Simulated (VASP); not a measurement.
Here is a VASP 6.6.1 calculation.

The input INCAR:

```
SYSTEM = CdTe
PREC     = Accurate       ! precision mode
ENCUT    = 500            ! plane-wave cutoff, eV
EDIFF    = 1E-6           ! SCF threshold, eV
ISMEAR   = 0              ! smearing method
SIGMA    = 0.01           ! smearing width, eV
LREAL    = .False.        ! projectors in reciprocal space
LASPH    = .True.         ! aspherical terms in the spheres
NELM     = 120            ! most SCF steps
ALGO     = Normal         ! electronic algorithm
ISIF     = 2              ! what is computed and relaxed
LWAVE    = .False.        ! write WAVECAR
LCHARG   = .True.         ! write CHGCAR
GGA      = PS             ! functional
LELF     = .True.         ! ELF
LVHAR    = .True.       
NBANDS   = 16             ! bands
GGA_COMPAT= .False.
```

The input KPOINTS:

```
regular mesh
0
Gamma
  8 8 8
  0 0 0
```

File POSCAR:

```
CdTe
1.0
    0.0000000000      2.8539848126      2.8539848126
    2.8539848126      0.0000000000      2.8539848126
    2.8539848126      2.8539848126      0.0000000000
Cd Te
1 1
Direct
    0.0000000000      0.0000000000      0.0000000000
    0.7500000000      0.7500000000      0.7500000000
```

Potentials or basis: VASP PAW PBE potentials, release 64 (Cd, Te).

Launch:

```bash
$ cat potpaw_PBE.64/Cd/POTCAR potpaw_PBE.64/Te/POTCAR > POTCAR
$ mpirun -np 1 vasp_std > vasp.out
```

Q: Predict the pressure.

A: 40.7 GPa.

Q: Predict the band gap on the k mesh.

A: 1.36 eV, indirect (least direct gap 1.80 eV).

Caveat: the PAW data sets were made with another functional, which shifts forces and pressure a little; spin-orbit coupling is left out, which moves the levels of the heavy elements. PBEsol gaps usually lie below the measured ones, often by a third to a half.
